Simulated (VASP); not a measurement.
# Mo2SeS3 (nod) (P3m1) in VASP: a series of runs

The runs below take Mo2SeS3 (nod) through single point, relaxation of cell and atoms, with LDA.

Everything below comes from runs of VASP 6.6.1. Logs are shortened: lines on timing, memory, paths and dates and some standing lists are left out, and cuts for length are marked.

### Step 1. The cell of the first run

It takes space group P3m1 (No. 156, trigonal). The conventional cell has a = 3.153 Å, b = 3.153 Å, c = 12.238 Å, α = 90.00°, β = 90.00°, γ = 120.00°. Mo (site symmetry 3m) has 6 S at 2.39 Å and 6 Mo at 3.15 Å within 3.2 Å. Within 3.1 Å of Mo (site symmetry 3m) lie 3 S at 2.38 Å and 3 Se at 2.49 Å. Se (site symmetry 3m) has 3 Mo at 2.49 Å and 6 Se at 3.15 Å and 1 S at 3.24 Å within 3.3 Å. S (site symmetry 3m) has 3 Mo at 2.39 Å and 7 S at 3.09 to 3.15 Å within 3.2 Å. Within 3.1 Å of S (site symmetry 3m) lie 3 Mo at 2.38 Å. Within 3.2 Å of S (site symmetry 3m) lie 3 Mo at 2.39 Å and 7 S at 3.09 to 3.15 Å.

### Step 2. Single point, LDA

Contents of INCAR:

```
SYSTEM = Mo2SeS3
PREC = Accurate
ENCUT = 520
EDIFF = 1E-6
ISMEAR = 0
SIGMA = 0.02
LREAL = .FALSE.
LASPH = .TRUE.
NELM = 100
ALGO = Normal
ISIF = 2
LWAVE = .FALSE.
LCHARG = .FALSE.
GGA = CA
NBANDS = 35
```

Contents of KPOINTS:

```
Automatic mesh
0
G
  12 12 4
  0 0 0
```

Contents of POSCAR:

```
Mo2SeS3
1.0
    3.1526433025      0.0000000000      0.0000000000
   -1.5763216512      2.7302691890      0.0000000000
    0.0000000000      0.0000000000     12.2376939460
Mo Se S
2 1 3
Direct
    0.6666666667      0.3333333333      0.2473281705
    0.3333333333      0.6666666667      0.7575271130
    0.6666666667      0.3333333333      0.6181695377
    0.3333333333      0.6666666667      0.3733843994
    0.6666666667      0.3333333333      0.8825225180
    0.3333333333      0.6666666667      0.1210682614
```

Potentials or basis: VASP PAW LDA potentials, release 64 (Mo_sv, Se, S).

On the command line:

```
$ cat potpaw_LDA.64/Mo_sv/POTCAR potpaw_LDA.64/Se/POTCAR potpaw_LDA.64/S/POTCAR > POTCAR
$ mpirun -np 1 vasp_std > vasp.out
```

OUTCAR:

```text
SYSTEM = Mo2SeS3
   PREC = Accurate
   ENCUT = 520
   EDIFF = 1E-6
   ISMEAR = 0
   LREAL = .FALSE.
   LASPH = .TRUE.
   NELM = 100
   ISIF = 2
   GGA = CA

 ion  position               nearest neighbor table
   1  0.667  0.333  0.247-   4 2.39   4 2.39   4 2.39   6 2.39   6 2.39   6 2.39
   2  0.333  0.667  0.758-   5 2.38   5 2.38   5 2.38   3 2.49   3 2.49   3 2.49
   3  0.667  0.333  0.618-   2 2.49   2 2.49   2 2.49
   4  0.333  0.667  0.373-   1 2.39   1 2.39   1 2.39
   5  0.667  0.333  0.883-   2 2.38   2 2.38   2 2.38
   6  0.333  0.667  0.121-   1 2.39   1 2.39   1 2.39

  LATTYP: Found a hexagonal cell.
 ALAT       =     3.1526433025
 C/A-ratio  =     3.8817248803

  Lattice vectors:

 A1 = (   3.1526433025,   0.0000000000,   0.0000000000)
 A2 = (  -1.5763216512,   2.7302691890,   0.0000000000)
 A3 = (   0.0000000000,   0.0000000000,  12.2376939460)

Analysis of symmetry for initial positions (statically):
=====================================================================
 Subroutine PRICEL returns:
 Original cell was already a primitive cell.

 Routine SETGRP: Setting up the symmetry group for a
 hexagonal supercell.

 Subroutine GETGRP returns: Found  6 space group operations
 (whereof  6 operations were pure point group operations)
 out of a pool of 24 trial point group operations.

The static configuration has the point symmetry C_3v.

Analysis of symmetry for dynamics (positions and initial velocities):
=====================================================================
 Subroutine PRICEL returns:
 Original cell was already a primitive cell.

 Routine SETGRP: Setting up the symmetry group for a
 hexagonal supercell.

 Subroutine GETGRP returns: Found  6 space group operations
 (whereof  6 operations were pure point group operations)
 out of a pool of 24 trial point group operations.

The dynamic configuration has the point symmetry C_3v.

 Subroutine INISYM returns: Found  6 space group operations
 (whereof  6 operations are pure point group operations),
 and found     1 'primitive' translations

----------------------------------------------------------------------------------------
[... 98 lines left out ...]
   LASPH  =      T    aspherical Exc in radial PAW
   ENCUT  =  520.0 eV  38.22 Ry    6.18 a.u.   5.86  5.86 22.75*2*pi/ulx,y,z
   NELM   =    100;   NELMIN=  2; NELMDL= -5     # of ELM steps
   EDIFF  = 0.1E-05   stopping-criterion for ELM
   LREAL  =      F    real-space projection
   EDIFFG = 0.1E-04   stopping-criterion for IOM
   NSW    =      0    number of steps for IOM
   IBRION =     -1    ionic relax: 0-MD 1-quasi-New 2-CG
   NFREE  =      0    steps in history (QN), initial steepest desc. (CG)
   ISIF   =      2    stress and relaxation
   ISYM   =      2    0-nonsym 1-usesym 2-fastsym
   POTIM  = 0.5000    time-step for ionic-motion
   TEBEG  =    0.0;   TEEND  =   0.0 temperature during run
   PSTRESS=    0.0 pullay stress
   NELECT =      52.0000    total number of electrons
   NUPDOWN=      -1.0000    fix difference up-down
   EMIN   =  10.00;   EMAX   =-10.00  energy-range for DOS
   EFERMI =   0.00;   METHOD = LEGACY
   ISMEAR =     0;   SIGMA  =   0.02  broadening in eV -4-tet -1-fermi 0-gaus
   EFERMI_NEDOS =   21; number of points for ismear=-14 and -15
   IALGO  =     38    algorithm
   IMIX   =      4    mixing-type and parameters
     AMIX     =   0.40;   BMIX     =  1.00
     AMIX_MAG =   1.60;   BMIX_MAG =  1.00
  volume/ion in A,a.u.               =      17.56       118.47
  Fermi-wavevector in a.u.,A,eV,Ry     =   1.293846  2.445015 22.776669  1.674038
  Thomas-Fermi vector in A             =   2.425466
   LORBIT       =      0    0 simple, 1 ext, 2 COOP (PROOUT), +10 PAW based schemes
   GGA     = CA    functional components
   LHFCALC =     F    Hartree Fock is set to
   AEXX    =    0.0000 exact exchange contribution
   IVDW    =     0    specifies the selected vdW correction
   LEPSILON=     F    determine dielectric tensor
   LRPA    =     F    only Hartree local field effects (RPA)
 non-spin polarized calculation
 Gauss-broadening in eV      SIGMA  =   0.02
  energy-cutoff  :      520.00
  volume of cell :      105.34
 maximum number of plane-waves:      2856
   NGX = 11   NGY = 11   NGZ = 45

 number of electron      52.0000001 magnetization

 Free energy of the ion-electron system (eV)
  ---------------------------------------------------
  ext. energy  EPLUGINS =         0.00000000
  ---------------------------------------------------
  free energy    TOTEN  =       -47.99788398 eV

  energy without entropy =      -47.99788398  energy(sigma->0) =      -47.99788398

 E-fermi :   8.0599     XC(G=0): -11.3282

 val. band max:        7.8248034584   @ k =   0.0000   0.0000   0.0000
 cond. band min:       8.5007525365   @ k =   0.1667   0.1667   0.0000
 fundamental gap:      0.6759490781
 Fermi energy:         8.0599093668

 k-point     1 :       0.0000    0.0000    0.0000
  band No.  band energies     occupation
      1     -53.4941      2.00000
      2     -53.1186      2.00000
      3     -27.8654      2.00000
      4     -27.6156      2.00000
      5     -27.6156      2.00000
      6     -27.5367      2.00000
[... 901 lines left out ...]
     34      10.9211      0.00000
     35      14.7919      0.00000

 [... further k-points ...]

------------------------ aborting loop because EDIFF is reached ----------------------------------------

  FORCE on cell =-STRESS in cart. coord.  units (eV):
  Direction    XX          YY          ZZ          XY          YZ          ZX
  --------------------------------------------------------------------------------------
  -------------------------------------------------------------------------------------
  Total        0.1642493      0.1642493      0.1788461      0.0000000     -0.0000000     -0.0000000
  in kB        2.4982405      2.4982405      2.7202582      0.0000000     -0.0000000     -0.0000000
  external PRESSURE =       2.5722464 kB  Pullay stress =       0.0000000 kB

 VOLUME and BASIS-vectors are now :
 -----------------------------------------------------------------------------
  energy-cutoff  :      520.00
  volume of cell :      105.34
      direct lattice vectors                 reciprocal lattice vectors
     3.152643303  0.000000000  0.000000000     0.317194146  0.183132126  0.000000000
    -1.576321651  2.730269189  0.000000000     0.000000000  0.366264251  0.000000000
     0.000000000  0.000000000 12.237693946     0.000000000  0.000000000  0.081714742

 POSITION                                       TOTAL-FORCE (eV/Angst)
 -----------------------------------------------------------------------------------
      1.57632      0.91009      3.02673         0.000000     -0.000000     -0.003365
     -0.00000      1.82018      9.27038         0.000000     -0.000000      0.055530
      1.57632      0.91009      7.56497         0.000000      0.000000     -0.076786
     -0.00000      1.82018      4.56936        -0.000000      0.000000      0.018146
      1.57632      0.91009     10.80004        -0.000000     -0.000000      0.021387
     -0.00000      1.82018      1.48160         0.000000     -0.000000     -0.014912
 -----------------------------------------------------------------------------------
    total drift:                               -0.000000     -0.000000      0.000365

  FREE ENERGIE OF THE ION-ELECTRON SYSTEM (eV)
  ---------------------------------------------------
  free  energy   TOTEN  =       -47.9978839797 eV

  energy  without entropy=      -47.9978839797  energy(sigma->0) =      -47.99788398
```

OSZICAR:

```text
N       E                     dE             d eps       ncg     rms          rms(c)
DAV:   1     0.463756848886E+03    0.46376E+03   -0.28840E+04  5310   0.141E+03
DAV:   2    -0.242104597286E+02   -0.48797E+03   -0.47235E+03  5574   0.381E+02
DAV:   3    -0.501022077744E+02   -0.25892E+02   -0.25282E+02  5794   0.784E+01
DAV:   4    -0.506488298897E+02   -0.54662E+00   -0.54462E+00  5737   0.112E+01
DAV:   5    -0.506572065676E+02   -0.83767E-02   -0.83741E-02  5685   0.145E+00    0.349E+01
DAV:   6    -0.486674655306E+02    0.19897E+01   -0.10135E+01  5386   0.219E+01    0.108E+01
DAV:   7    -0.483257470044E+02    0.34172E+00   -0.47597E+00  5273   0.143E+01    0.873E+00
DAV:   8    -0.480021903938E+02    0.32356E+00   -0.80811E-01  5443   0.632E+00    0.258E+00
DAV:   9    -0.480033585896E+02   -0.11682E-02   -0.73687E-02  5449   0.138E+00    0.103E+00
DAV:  10    -0.479984265131E+02    0.49321E-02   -0.17105E-02  5408   0.903E-01    0.411E-01
DAV:  11    -0.479980717618E+02    0.35475E-03   -0.42379E-03  5487   0.383E-01    0.195E-01
DAV:  12    -0.479979136742E+02    0.15809E-03   -0.37329E-04  5423   0.131E-01    0.832E-02
DAV:  13    -0.479978886909E+02    0.24983E-04   -0.94527E-05  5427   0.453E-02    0.493E-02
DAV:  14    -0.479978839010E+02    0.47899E-05   -0.27919E-05  5565   0.260E-02    0.139E-02
DAV:  15    -0.479978839797E+02   -0.78677E-07   -0.11405E-06  3223   0.605E-03
   1 F= -.47997884E+02 E0= -.47997884E+02  d E =-.189755E-64
```

stdout:

```text
POSCAR found type information on POSCAR MoSeS
 POSCAR found :  3 types and       6 ions
 scaLAPACK will be used
 LDA part: xc-table for (Slater(with rela. corr.)+CA(PZ))
 , standard interpolation
 POSCAR, INCAR and KPOINTS ok, starting setup
 FFT: planning ... GRIDC
 FFT: planning ... GRID_SOFT
 FFT: planning ... GRID
 WAVECAR not read
 entering main loop
```

Wall time 3 min (1 thread of Intel Xeon Platinum 8124M at 3.00GHz (Skylake/Cascade Lake), shared host); peak memory 0.34 GiB.

What came out:

```yaml
Free_energy: -47.9979 eV
Pressure: 0.3 GPa
Largest_force: 0.077 eV/Å
Band_gap_on_the_k_mesh: 0.68 eV, indirect (least direct gap 1.42 eV)
```

Forces in eV/Å, atoms in the order of the input:
```
Mo   0.000  0.000 -0.003
Mo   0.000  0.000  0.056
Se   0.000  0.000 -0.077
S    0.000  0.000  0.018
S    0.000  0.000  0.021
S    0.000  0.000 -0.015
```

Levels at points of the mesh, in eV from the valence-band top:
| k point | band 22 | band 23 | band 24 | band 25 | band 26 | band 27 | band 28 | band 29 | band 30 | band 31 |
| --- | --- | --- | --- | --- | --- | --- | --- | --- | --- | --- |
| (0.00, 0.00, 0.00) | -1.67 | -1.67 | -1.49 | -1.04 | 0.00 | 1.96 | 1.96 | 2.24 | 2.24 | 2.46 |
| (0.50, 0.00, 0.00) | -2.55 | -1.86 | -1.58 | -1.29 | -1.13 | 1.46 | 1.81 | 1.88 | 2.27 | 2.73 |
| (0.00, 0.00, 0.50) | -2.42 | -1.67 | -1.67 | -0.45 | -0.13 | 1.96 | 1.96 | 2.24 | 2.24 | 2.47 |
| (0.50, 0.00, 0.50) | -2.68 | -1.84 | -1.55 | -1.30 | -1.15 | 1.45 | 1.81 | 2.00 | 2.19 | 3.02 |

A k mesh can miss the band edges. A hybrid or GW would open this gap; LDA tends to underestimate it.

### Step 3. Relaxation of cell and atoms, LDA

Contents of INCAR:

```
SYSTEM = Mo2SeS3
PREC = Accurate
ENCUT = 600
EDIFF = 1E-6
ISMEAR = 0
SIGMA = 0.02
LREAL = .FALSE.
LASPH = .TRUE.
NELM = 100
ALGO = Normal
ISIF = 3
LWAVE = .FALSE.
LCHARG = .FALSE.
GGA = CA
IBRION = 2
NSW = 100
EDIFFG = -0.002
```

KPOINTS is that of step 2.

Contents of POSCAR:

```
Mo2SeS3
1.0
    3.1528096781      0.0000000000      0.0000000000
   -1.5764048390      2.7304132745      0.0000000000
    0.0000000000      0.0000000000     12.2457490277
Mo Se S
2 1 3
Direct
    0.6666666667      0.3333333333      0.2472087824
    0.3333333333      0.6666666667      0.7576376054
    0.6666666667      0.3333333333      0.6183610549
    0.3333333333      0.6666666667      0.3732222470
    0.6666666667      0.3333333333      0.8825835972
    0.3333333333      0.6666666667      0.1209867131
```

Potentials or basis: VASP PAW LDA potentials, release 64 (Mo_sv, Se, S).

On the command line:

```
$ cat potpaw_LDA.64/Mo_sv/POTCAR potpaw_LDA.64/Se/POTCAR potpaw_LDA.64/S/POTCAR > POTCAR
$ mpirun -np 1 vasp_std > vasp.out
```

Run time: 40 min. Hardware: 1 thread of Intel Xeon Platinum 8124M at 3.00GHz (Skylake/Cascade Lake), shared host; peak memory 0.41 GiB.

Results (log left out):

```yaml
Free_energy: -47.9994 eV
Relaxed_volume: 17.58 Å³/atom
Relaxed_cell: a = 3.155 Å, b = 3.155 Å, c = 12.237 Å, α = 90.00°, β = 90.00°, γ = 120.00°
Space_group_after_relaxing_to_0.05_Å: P3m1 (No. 156)
Energy_gained_by_relaxing: 0.0 meV/atom
Ionic_steps: 31
Pressure_after_relaxing: 0.0 GPa
Band_gap_on_the_k_mesh: 0.67 eV, indirect (least direct gap 1.41 eV)
```

Step by step:
| step | energy change (eV) | largest force (eV/Å) | pressure (GPa) | volume (Å³) |
| --- | --- | --- | --- | --- |
| 1 | 0.0000 | 0.0748 | 0.20 | 105.42 |
| 2 | 0.0002 | 0.0747 | -0.40 | 105.75 |
| 3 | -0.0002 | 0.0180 | -0.04 | 105.55 |
| 4 | -0.0002 | 0.0176 | 0.03 | 105.52 |
| 5 | -0.0002 | 0.0130 | 0.02 | 105.53 |
| 6 | -0.0002 | 0.0125 | 0.01 | 105.53 |
| 7 | -0.0002 | 0.0130 | 0.01 | 105.53 |
| 8 | -0.0002 | 0.0050 | -0.02 | 105.54 |
| 9 | -0.0002 | 0.0046 | -0.02 | 105.54 |
| 10 | -0.0002 | 0.0042 | -0.02 | 105.54 |
| 11 | -0.0002 | 0.0072 | -0.01 | 105.51 |
| 12 | -0.0002 | 0.0161 | 0.06 | 105.44 |
| 13 | -0.0002 | 0.0104 | 0.03 | 105.49 |
| 14 | -0.0002 | 0.0089 | 0.03 | 105.50 |
| 15 | -0.0002 | 0.0083 | 0.03 | 105.51 |
| 16 | -0.0002 | 0.0080 | 0.01 | 105.51 |
| 17 | -0.0002 | 0.0070 | -0.01 | 105.51 |
| 18 | -0.0002 | 0.0054 | 0.00 | 105.49 |
| 19 | -0.0002 | 0.0076 | 0.00 | 105.45 |
| 20 | -0.0002 | 0.0068 | 0.01 | 105.46 |
| 21 | -0.0002 | 0.0053 | 0.00 | 105.47 |
| 22 | -0.0002 | 0.0063 | -0.01 | 105.47 |
| 23 | -0.0002 | 0.0071 | -0.02 | 105.46 |
| 24 | -0.0002 | 0.0068 | 0.00 | 105.46 |
| 25 | -0.0002 | 0.0033 | 0.00 | 105.45 |
| 26 | -0.0002 | 0.0120 | 0.03 | 105.43 |
| 27 | -0.0002 | 0.0045 | 0.03 | 105.44 |
| 28 | -0.0002 | 0.0036 | 0.02 | 105.45 |
| 29 | -0.0002 | 0.0035 | 0.01 | 105.45 |
| 30 | -0.0002 | 0.0030 | 0.01 | 105.45 |
| 31 | -0.0002 | 0.0018 | 0.01 | 105.46 |

Final structure:
```cif
data_structure
_symmetry_space_group_name_H-M 'P 1'
_symmetry_Int_Tables_number 1
_cell_length_a 3.1545
_cell_length_b 3.1545
_cell_length_c 12.2371
_cell_angle_alpha 90.000
_cell_angle_beta 90.000
_cell_angle_gamma 120.000
_cell_volume 105.46
loop_
_atom_site_label
_atom_site_type_symbol
_atom_site_fract_x
_atom_site_fract_y
_atom_site_fract_z
_atom_site_occupancy
Mo1 Mo 0.66667 0.33333 0.24725 1
Mo2 Mo 0.33333 0.66667 0.75771 1
Se1 Se 0.66667 0.33333 0.61802 1
S1 S 0.33333 0.66667 0.37333 1
S2 S 0.66667 0.33333 0.88272 1
S3 S 0.33333 0.66667 0.12097 1
```

Levels at points of the mesh, in eV from the valence-band top:
| k point | band 24 | band 25 | band 26 | band 27 | band 28 | band 29 |
| --- | --- | --- | --- | --- | --- | --- |
| (0.00, 0.00, 0.00) | -1.49 | -1.03 | 0.00 | 1.95 | 1.95 | 2.23 |
| (0.50, 0.00, 0.00) | -1.58 | -1.29 | -1.13 | 1.45 | 1.81 | 1.87 |
| (0.00, 0.00, 0.50) | -1.67 | -0.46 | -0.13 | 1.95 | 1.95 | 2.24 |
| (0.50, 0.00, 0.50) | -1.55 | -1.30 | -1.15 | 1.44 | 1.80 | 1.99 |

A k mesh can miss the band edges.

### Step 4. Single point, LDA

This run uses another cell than the first one, of 20.14 Å³/atom, 1.147 times its volume.

Contents of INCAR:

```
SYSTEM = Mo2SeS3
PREC = Accurate ; ENCUT = 520
EDIFF = 1E-6 ; ISMEAR = 0
SIGMA = 0.1 ; LREAL = .FALSE.
LASPH = .TRUE. ; NELM = 100
ALGO = Normal ; ISIF = 2
LWAVE = .FALSE. ; LCHARG = .TRUE.
GGA = CA ; LELF = .TRUE.
LVHAR = .TRUE. ; NBANDS = 35
```

Contents of KPOINTS:

```
regular mesh
0
G
  6 6 2
  0 0 0
```

Contents of POSCAR:

```
Mo2SeS3
1.0
    3.2171126200      0.0000000000      0.0000000000
   -1.6085563100      2.7861012600      0.0000000000
    0.0000000000      0.0000000000     13.4825409700
Mo Se S
2 1 3
Direct
    0.6666666700      0.3333333300      0.2500000000
    0.3333333300      0.6666666700      0.7500000000
    0.6666666700      0.3333333300      0.6330820000
    0.3333333300      0.6666666700      0.3669180000
    0.6666666700      0.3333333300      0.8669180000
    0.3333333300      0.6666666700      0.1330820000
```

On the command line:

```
$ cat potpaw_LDA.64/Mo_sv/POTCAR potpaw_LDA.64/Se/POTCAR potpaw_LDA.64/S/POTCAR > POTCAR
$ mpirun -np 1 vasp_std > vasp.out
```

Wall time 59 s (1 thread of Intel Xeon Platinum 8124M at 3.00GHz (Skylake/Cascade Lake), shared host); peak memory 0.21 GiB.

It converged, with:

* Free energy: -47.6563 eV
* Pressure: -4.6 GPa
* Largest force: 2.708 eV/Å
* Band gap on the k mesh: 1.06 eV, indirect (least direct gap 1.41 eV)

Forces on the atoms (eV/Å):
```
Mo   0.000  0.000  0.004
Mo   0.000  0.000  2.708
Se   0.000  0.000 -1.884
S    0.000  0.000 -0.910
S    0.000  0.000 -0.826
S    0.000  0.000  0.908
```

Stress tensor (GPa, compression positive):
```
-5.30  0.00  0.00
 0.00 -5.30  0.00
 0.00  0.00 -3.23
```

Levels at points of the mesh, in eV from the valence-band top:
| k point | band 23 | band 24 | band 25 | band 26 | band 27 | band 28 | band 29 | band 30 |
| --- | --- | --- | --- | --- | --- | --- | --- | --- |
| (0.00, 0.00, 0.00) | -1.73 | -1.38 | -0.82 | 0.00 | 2.13 | 2.13 | 2.35 | 2.35 |
| (0.50, 0.00, 0.00) | -1.49 | -1.14 | -1.14 | -0.98 | 1.61 | 1.80 | 2.07 | 2.33 |
| (0.00, 0.00, 0.50) | -1.73 | -1.73 | -0.32 | -0.19 | 2.13 | 2.13 | 2.36 | 2.36 |
| (0.50, 0.00, 0.50) | -1.49 | -1.14 | -1.14 | -0.99 | 1.61 | 1.80 | 2.10 | 2.31 |

Caveat: forces of over 1 eV/Å act on the atoms, so gaps and moduli don't describe the material at rest.

### Step 5. Summary

| task | cell | k mesh | cutoff (eV) | smearing | gap on the mesh (eV) | pressure (GPa) | largest force (eV/Å) |
| --- | --- | --- | --- | --- | --- | --- | --- |
| single point | a = 3.153, b = 3.153, c = 12.238 Å, angles 90.0, 90.0, 120.0°, 6 atoms | 12 × 12 × 4 | 520 | gaussian 0.02 eV | 0.68 | 0.3 | 0.08 |
| relaxation of cell and atoms | relaxed from a = 3.153, b = 3.153, c = 12.246 Å, angles 90.0, 90.0, 120.0°, 6 atoms | 12 × 12 × 4 | 600 | gaussian 0.02 eV | 0.67 | 0.0 | - |
| single point | a = 3.217, b = 3.217, c = 13.483 Å, angles 90.0, 90.0, 120.0°, 6 atoms | 6 × 6 × 2 | 520 | gaussian 0.1 eV | 1.06 | -4.6 | 2.71 |

Alike in all rows: level LDA; potentials or basis VASP PAW LDA potentials, release 64 (Mo_sv, Se, S); no spin polarisation.

Caveats: forces of over 1 eV/Å act on the atoms, so gaps and moduli don't describe the material at rest (some runs).

Absolute energies hang on the potentials; compare differences alone.
